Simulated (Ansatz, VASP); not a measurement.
Two plane-wave programs on Au

```
Au
1.0
     0.00000    2.07491    2.07491
     2.07491    0.00000    2.07491
     2.07491    2.07491    0.00000
Au
1
Direct
  0.00000 0.00000 0.00000
```

Alike in both runs: task single point; functional BLYP; dispersion D4; k mesh 11 × 11 × 11; occupations fermi-dirac, width 0.05 eV; no spin polarisation.

```csv
,VASP,Ansatz
version,VASP 6.6.1,Ansatz 0.2.0
potentials or method,"VASP PAW PBE potentials, release 64 (Au_sv_GW)",Ansatz PAW
plane-wave cutoff (eV),540,420
valence electrons in the cell,19,19
```

```tsv
	VASP	Ansatz	Ansatz less VASP
gap on the k mesh at the Fermi level (eV)	none	none	-
pressure (GPa)	0.3	0.2	-0.08
```

VASP's potentials were made for PBE, not for BLYP. A gap of «none» marks a metal or a gap that the smearing closes.

Spin-orbit coupling is off throughout.
